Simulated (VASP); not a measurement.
# CsSnI3 (Pm-3m) in VASP: single point with r2SCAN

Aim: the single point of CsSnI3 with r2SCAN.

Program: VASP 6.6.1. These are calculated values, not measurements. Logs are shortened: lines on timing, memory, paths and dates and some standing lists are left out, and cuts for length are marked.

### 1 The cell of the first run

Symmetry: Pm-3m, No. 221, cubic system. The conventional cell has a = 6.223 Å, b = 6.223 Å, c = 6.223 Å, α = 90.00°, β = 90.00°, γ = 90.00°. Within 5.8 Å of Cs (site symmetry m-3m) lie 12 I at 4.40 Å and 8 Sn at 5.39 Å. Within 4.1 Å of Sn (site symmetry m-3m) lie 6 I at 3.11 Å. Within 4.1 Å of I (site symmetry 4/mmm) lie 2 Sn at 3.11 Å.

### 2 Single point, r2SCAN

POSCAR reads:

```
CsSnI3
1.0
    6.2231759580      0.0000000000      0.0000000000
    0.0000000000      6.2231759580      0.0000000000
    0.0000000000      0.0000000000      6.2231759580
Cs Sn I
1 1 3
Direct
    0.0000000000      0.0000000000      0.0000000000
    0.5000000000      0.5000000000      0.5000000000
    0.0000000000      0.5000000000      0.5000000000
    0.5000000000      0.0000000000      0.5000000000
    0.5000000000      0.5000000000      0.0000000000
```

INCAR.step1 reads:

```
SYSTEM = CsSnI3
PREC = Accurate ; ENCUT = 520
ISMEAR = 0 ; SIGMA = 0.02
LREAL = .False. ; LASPH = .True.
NELM = 80 ; NBANDS = 30
GGA = PE ; ALGO = Normal
EDIFF = 1E-4 ; LWAVE = .True.
LCHARG = .False.
```

INCAR.step2 reads:

```
SYSTEM = CsSnI3
PREC = Accurate ; ENCUT = 520
EDIFF = 1E-7 ; ISMEAR = 0
SIGMA = 0.02 ; LREAL = .False.
LASPH = .True. ; NELM = 80
ALGO = Normal ; ISIF = 2
LWAVE = .False. ; LCHARG = .False.
METAGGA = R2SCAN ; LMIXTAU = .True.
NBANDS = 30 ; ISTART = 1
```

KPOINTS reads:

```
regular mesh
0
Gamma
  6 6 6
  0 0 0
```

Potentials or basis: VASP PAW PBE potentials, release 64 (Cs_sv, Sn_d, I).

Command:

```console
> cat potpaw_PBE.64/Cs_sv/POTCAR potpaw_PBE.64/Sn_d/POTCAR potpaw_PBE.64/I/POTCAR > POTCAR
> cp INCAR.step1 INCAR
> mpirun -np 1 vasp_std > vasp.out
> cp INCAR.step2 INCAR
> mpirun -np 1 vasp_std > vasp.out
```

OUTCAR:

```text
SYSTEM = CsSnI3
   PREC = Accurate
   ENCUT = 520
   EDIFF = 1E-7
   ISMEAR = 0
   LREAL = .False.
   LASPH = .True.
   NELM = 80
   ISIF = 2
   METAGGA = R2SCAN
   ISTART = 1

 ion  position               nearest neighbor table
   1  0.000  0.000  0.000-
   2  0.500  0.500  0.500-   3 3.11   4 3.11   5 3.11   5 3.11   4 3.11   3 3.11
   3  0.000  0.500  0.500-   2 3.11   2 3.11
   4  0.500  0.000  0.500-   2 3.11   2 3.11
   5  0.500  0.500  0.000-   2 3.11   2 3.11

  LATTYP: Found a simple cubic cell.
 ALAT       =     6.2231759580

  Lattice vectors:

 A1 = (   6.2231759580,   0.0000000000,   0.0000000000)
 A2 = (   0.0000000000,   6.2231759580,   0.0000000000)
 A3 = (   0.0000000000,   0.0000000000,   6.2231759580)

Analysis of symmetry for initial positions (statically):
=====================================================================
 Subroutine PRICEL returns:
 Original cell was already a primitive cell.

 Routine SETGRP: Setting up the symmetry group for a
 simple cubic supercell.

 Subroutine GETGRP returns: Found 48 space group operations
 (whereof 48 operations were pure point group operations)
 out of a pool of 48 trial point group operations.

The static configuration has the point symmetry O_h .

Analysis of symmetry for dynamics (positions and initial velocities):
=====================================================================
 Subroutine PRICEL returns:
 Original cell was already a primitive cell.

 Routine SETGRP: Setting up the symmetry group for a
 simple cubic supercell.

 Subroutine GETGRP returns: Found 48 space group operations
 (whereof 48 operations were pure point group operations)
 out of a pool of 48 trial point group operations.

The dynamic configuration has the point symmetry O_h .

 Subroutine INISYM returns: Found 48 space group operations
 (whereof 48 operations are pure point group operations),
 and found     1 'primitive' translations

----------------------------------------------------------------------------------------

                                     Primitive cell

  volume of cell :     241.0107

  direct lattice vectors                    reciprocal lattice vectors
     6.223175958  0.000000000  0.000000000     0.160689655  0.000000000  0.000000000
     0.000000000  6.223175958  0.000000000     0.000000000  0.160689655  0.000000000
     0.000000000  0.000000000  6.223175958     0.000000000  0.000000000  0.160689655

  length of vectors
     6.223175958  6.223175958  6.223175958     0.160689655  0.160689655  0.160689655

  position of ions in fractional coordinates (direct lattice)
     0.000000000  0.000000000  0.000000000
     0.500000000  0.500000000  0.500000000
     0.000000000  0.500000000  0.500000000
     0.500000000  0.000000000  0.500000000
     0.500000000  0.500000000  0.000000000

  ion indices of the primitive-cell ions
   primitive index   ion index
                 1           1
                 2           2
                 3           3
                 4           4
                 5           5

----------------------------------------------------------------------------------------

 KPOINTS: regular mesh

Automatic generation of k-mesh.
 Grid dimensions read from file:
 generate k-points for:    6    6    6

 Generating k-lattice:

  Cartesian coordinates                     Fractional coordinates (reciprocal lattice)
     0.026781609  0.000000000  0.000000000     0.166666667  0.000000000  0.000000000
     0.000000000  0.026781609  0.000000000     0.000000000  0.166666667  0.000000000
     0.000000000  0.000000000  0.026781609     0.000000000  0.000000000  0.166666667

  Length of vectors
     0.026781609  0.026781609  0.026781609

  Shift w.r.t. Gamma in fractional coordinates (k-lattice)
     0.000000000  0.000000000  0.000000000

 Subroutine IBZKPT returns following result:
 ===========================================

 Found     20 irreducible k-points:

 Following reciprocal coordinates:
            Coordinates               Weight
  0.000000  0.000000  0.000000      1.000000
  0.166667  0.000000  0.000000      6.000000
  0.333333  0.000000  0.000000      6.000000
  0.500000  0.000000  0.000000      3.000000
  0.166667  0.166667  0.000000     12.000000
  0.333333  0.166667  0.000000     24.000000
[... 12 lines left out ...]
  0.500000  0.500000  0.333333      6.000000
  0.500000  0.500000  0.500000      1.000000
   k-points           NKPTS =     20   k-points in BZ     NKDIM =     20   number of bands    NBANDS=     30
   number of dos      NEDOS =    301   number of ions     NIONS =      5
   total plane-waves  NPLWV = 110592
   dimension x,y,z NGX =    48 NGY =   48 NGZ =   48
   dimension x,y,z NGXF=    96 NGYF=   96 NGZF=   96
   ions per type =               1   1   3
   NGX,Y,Z   is equivalent  to a cutoff of  12.82, 12.82, 12.82 a.u.
   NGXF,Y,Z  is equivalent  to a cutoff of  25.65, 25.65, 25.65 a.u.
 SYSTEM =  CsSnI3
   PREC   = accura    normal or accurate (medium, high low for compatibility)
   ISTART =      1    job   : 0-new  1-cont  2-samecut
   ICHARG =      0    charge: 1-file 2-atom 10-const
   ISPIN  =      1    spin polarized calculation?
   LNONCOLLINEAR =      F non collinear calculations
   LSORBIT =      F    spin-orbit coupling
   LASPH  =      T    aspherical Exc in radial PAW
   ENCUT  =  520.0 eV  38.22 Ry    6.18 a.u.  11.57 11.57 11.57*2*pi/ulx,y,z
   NELM   =     80;   NELMIN=  2; NELMDL=  0     # of ELM steps
   EDIFF  = 0.1E-06   stopping-criterion for ELM
   LREAL  =      F    real-space projection
   EDIFFG = 0.1E-05   stopping-criterion for IOM
   NSW    =      0    number of steps for IOM
   IBRION =     -1    ionic relax: 0-MD 1-quasi-New 2-CG
   NFREE  =      0    steps in history (QN), initial steepest desc. (CG)
   ISIF   =      2    stress and relaxation
   ISYM   =      2    0-nonsym 1-usesym 2-fastsym
   POTIM  = 0.5000    time-step for ionic-motion
   TEBEG  =    0.0;   TEEND  =   0.0 temperature during run
   PSTRESS=    0.0 pullay stress
   NELECT =      44.0000    total number of electrons
   NUPDOWN=      -1.0000    fix difference up-down
   EMIN   =  10.00;   EMAX   =-10.00  energy-range for DOS
   EFERMI =   0.00;   METHOD = LEGACY
   ISMEAR =     0;   SIGMA  =   0.02  broadening in eV -4-tet -1-fermi 0-gaus
   EFERMI_NEDOS =   21; number of points for ismear=-14 and -15
   IALGO  =     38    algorithm
   IMIX   =      4    mixing-type and parameters
     AMIX     =   0.40;   BMIX     =  1.00
     AMIX_MAG =   1.60;   BMIX_MAG =  1.00
  volume/ion in A,a.u.               =      48.20       325.28
  Fermi-wavevector in a.u.,A,eV,Ry     =   0.928710  1.755008 11.735066  0.862503
  Thomas-Fermi vector in A             =   2.054916
   LORBIT       =      0    0 simple, 1 ext, 2 COOP (PROOUT), +10 PAW based schemes
   METAGGA = R2SCAN    functional components
   LHFCALC =     F    Hartree Fock is set to
   AEXX    =    0.0000 exact exchange contribution
   IVDW    =     0    specifies the selected vdW correction
   LEPSILON=     F    determine dielectric tensor
   LRPA    =     F    only Hartree local field effects (RPA)
 non-spin polarized calculation
 Gauss-broadening in eV      SIGMA  =   0.02
  energy-cutoff  :      520.00
  volume of cell :      241.01
 maximum number of plane-waves:      6515
 NGX is ok and might be reduce to    48
   NGX = 23   NGY = 23   NGZ = 23

 number of electron      43.9999981 magnetization

 Free energy of the ion-electron system (eV)
  ---------------------------------------------------
  ext. energy  EPLUGINS =         0.00000000
  ---------------------------------------------------
  free energy    TOTEN  =      -128.69115363 eV

  energy without entropy =     -128.69115363  energy(sigma->0) =     -128.69115363

 E-fermi :   2.9007     XC(G=0):  -7.8705

 val. band max:        2.7471442850   @ k =   0.5000   0.5000   0.5000
 cond. band min:       3.2072542613   @ k =   0.5000   0.5000   0.5000
 fundamental gap:      0.4601099763
 Fermi energy:         2.9007046558

 k-point     1 :       0.0000    0.0000    0.0000
  band No.  band energies     occupation
      1     -20.3506      2.00000
      2     -20.1684      2.00000
      3     -20.1684      2.00000
      4     -20.1423      2.00000
      5     -20.1423      2.00000
      6     -20.1423      2.00000
[... 22 lines left out ...]
     29       7.6868      0.00000
     30       7.6868      0.00000

 k-point     2 :       0.1667    0.0000    0.0000
  band No.  band energies     occupation
      1     -20.3505      2.00000
      2     -20.1684      2.00000
      3     -20.1680      2.00000
      4     -20.1423      2.00000
      5     -20.1423      2.00000
      6     -20.1423      2.00000
[... 22 lines left out ...]
     29       6.7212      0.00000
     30       7.6304      0.00000

 k-point     3 :       0.3333    0.0000    0.0000
  band No.  band energies     occupation
      1     -20.3503      2.00000
      2     -20.1684      2.00000
      3     -20.1671      2.00000
      4     -20.1424      2.00000
      5     -20.1424      2.00000
      6     -20.1423      2.00000
[... 22 lines left out ...]
     29       7.2076      0.00000
     30       7.7342      0.00000

 k-point     4 :       0.5000    0.0000    0.0000
  band No.  band energies     occupation
      1     -20.3502      2.00000
      2     -20.1684      2.00000
      3     -20.1667      2.00000
      4     -20.1424      2.00000
      5     -20.1424      2.00000
      6     -20.1423      2.00000
[... 484 lines left out ...]
     29       7.3839      0.00000
     30       7.9352      0.00000

 k-point    19 :       0.5000    0.5000    0.3333
  band No.  band energies     occupation
      1     -20.3496      2.00000
      2     -20.1662      2.00000
      3     -20.1658      2.00000
      4     -20.1426      2.00000
      5     -20.1426      2.00000
      6     -20.1426      2.00000
[... 22 lines left out ...]
     29       7.2091      0.00000
     30       8.0933      0.00000

 k-point    20 :       0.5000    0.5000    0.5000
  band No.  band energies     occupation
      1     -20.3495      2.00000
      2     -20.1658      2.00000
      3     -20.1658      2.00000
      4     -20.1426      2.00000
      5     -20.1426      2.00000
      6     -20.1426      2.00000
[... 22 lines left out ...]
     29       7.0707      0.00000
     30       8.2868      0.00000

------------------------ aborting loop because EDIFF is reached ----------------------------------------

  FORCE on cell =-STRESS in cart. coord.  units (eV):
  Direction    XX          YY          ZZ          XY          YZ          ZX
  --------------------------------------------------------------------------------------
  -------------------------------------------------------------------------------------
  Total        0.0126434      0.0126434      0.0126434      0.0000000     -0.0000000      0.0000000
  in kB        0.0840503      0.0840503      0.0840503      0.0000000     -0.0000000      0.0000000
  external PRESSURE =       0.0840503 kB  Pullay stress =       0.0000000 kB

 VOLUME and BASIS-vectors are now :
 -----------------------------------------------------------------------------
  energy-cutoff  :      520.00
  volume of cell :      241.01
      direct lattice vectors                 reciprocal lattice vectors
     6.223175958  0.000000000  0.000000000     0.160689655  0.000000000  0.000000000
     0.000000000  6.223175958  0.000000000     0.000000000  0.160689655  0.000000000
     0.000000000  0.000000000  6.223175958     0.000000000  0.000000000  0.160689655

 POSITION                                       TOTAL-FORCE (eV/Angst)
 -----------------------------------------------------------------------------------
      0.00000      0.00000      0.00000         0.000000      0.000000      0.000000
      3.11159      3.11159      3.11159         0.000000      0.000000      0.000000
      0.00000      3.11159      3.11159         0.000000      0.000000      0.000000
      3.11159      0.00000      3.11159         0.000000      0.000000      0.000000
      3.11159      3.11159      0.00000         0.000000      0.000000      0.000000
 -----------------------------------------------------------------------------------
    total drift:                                0.000000     -0.000000     -0.000000

  FREE ENERGIE OF THE ION-ELECTRON SYSTEM (eV)
  ---------------------------------------------------
  free  energy   TOTEN  =      -128.6911536317 eV

  energy  without entropy=     -128.6911536317  energy(sigma->0) =     -128.69115363
```

Run time: 16 min. Hardware: 1 thread of Oxide Virtual Turin-like, shared host; peak memory 0.43 GiB.

Results:

* Free energy: -128.6912 eV
* Pressure: 0.0 GPa
* Band gap on the k mesh: 0.46 eV, direct

Caveat: the PAW data sets were made with another functional, which shifts forces and pressure a little; spin-orbit coupling is left out, which moves the levels of the heavy elements. r2SCAN opens gaps a little over a GGA but as a rule still falls short of measured ones.
